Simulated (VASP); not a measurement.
**Zn16S15 (a cell with a defect): single point with PBE**

The system is Zn16S15 (a cell with a defect).

```
Zn S
1.0
    -5.44366    5.44366   -5.44366
     5.44366    5.44366    5.44366
     5.44366   -5.44366   -5.44366
Zn S
16 15
Cartesian
  0.2805 -0.3462 -0.2809
  5.7244 -2.4410 -2.3759
  5.3906 -0.0056 0.0582
  5.3907 2.6634 2.7270
  2.3801 -2.4418 -5.7241
  2.7180 -0.0069 -2.7148
  2.7142 2.6616 0.0598
  2.7180 5.4364 2.7284
  -0.0566 -0.0076 -5.3870
  -0.0558 2.6643 -2.7149
  -0.0558 5.4365 0.0573
  5.3871 2.6649 -2.7145
  -2.7266 2.6652 -5.3854
  -2.7271 5.4372 -2.7154
  2.7170 2.6633 -5.3873
  2.3807 5.0989 -2.3773
  4.0723 -6.8531 -1.3127
  4.0311 -1.3775 -1.3129
  4.0536 1.3281 1.3934
  4.0311 4.0344 4.0990
  1.3179 -1.3785 -4.0298
  1.3435 1.3487 -1.3428
  1.3435 4.0645 1.3727
  6.7615 1.3075 -1.3436
  -1.3909 1.3288 -4.0509
  -1.3694 4.0650 -1.3434
  4.0528 1.3289 -4.0508
  -4.1002 4.0371 -4.0287
  1.3433 1.3067 -6.7591
  1.3182 4.0362 -4.0721
  1.3182 6.7937 -1.3147
```

```
Program             : VASP 6.6.1
Task                : single point
Functional          : PBE
Potentials or basis : VASP PAW PBE potentials, release 64 (Zn, S)
Cutoff              : 400 eV
k mesh              : 1 × 1 × 1
Occupations         : fermi-dirac, width 0.01 eV
Spin                : no spin polarisation
```

* Largest force: 0.009 eV/Å

Forces on the atoms (eV/Å):
```
Zn   0.000  0.004  0.002
Zn   0.000 -0.002 -0.004
Zn  -0.002 -0.002 -0.001
Zn  -0.003  0.001  0.003
Zn   0.003  0.000  0.001
Zn  -0.003  0.002  0.000
Zn   0.003  0.003 -0.003
Zn  -0.003  0.000 -0.002
Zn   0.001  0.001  0.003
Zn   0.003  0.000 -0.005
Zn   0.003  0.005  0.000
Zn   0.002 -0.003 -0.001
Zn  -0.001 -0.001  0.001
Zn   0.001 -0.001  0.001
Zn  -0.001 -0.001  0.001
Zn  -0.002  0.000  0.000
S    0.009  0.001 -0.001
S   -0.005 -0.002 -0.001
S   -0.004  0.000  0.000
S   -0.005  0.001  0.001
S   -0.001 -0.003  0.005
S    0.001  0.008  0.003
S    0.001 -0.003 -0.008
S   -0.001 -0.005  0.003
S    0.000 -0.001  0.001
S    0.005 -0.001  0.001
S    0.000 -0.001  0.000
S    0.001  0.000  0.004
S    0.001 -0.005  0.000
S   -0.002  0.001 -0.004
S   -0.001  0.004 -0.001
```

Levels at points of the mesh, in eV from the Fermi level:
| k point | band 136 | band 137 | band 138 | band 139 | band 140 | band 141 | band 142 | band 143 | band 144 | band 145 |
| --- | --- | --- | --- | --- | --- | --- | --- | --- | --- | --- |
| (0.00, 0.00, 0.00) | -0.92 | -0.92 | -0.30 | -0.30 | -0.30 | 1.64 | 2.30 | 3.61 | 3.62 | 3.83 |

Wall time 3.1 min on 1 thread of AMD EPYC 7R43 64-Core Processor (Zen 3), with other jobs on the host, peak memory 0.47 GiB.

Caveat: the k points lie up to 0.82 Å⁻¹ apart, too coarse for converged energies, forces and pressures; the cell carries a net charge on a neutralising background, which shifts energy and pressure; the cell is charged against a uniform background, so pressure and absolute levels hang on convention.
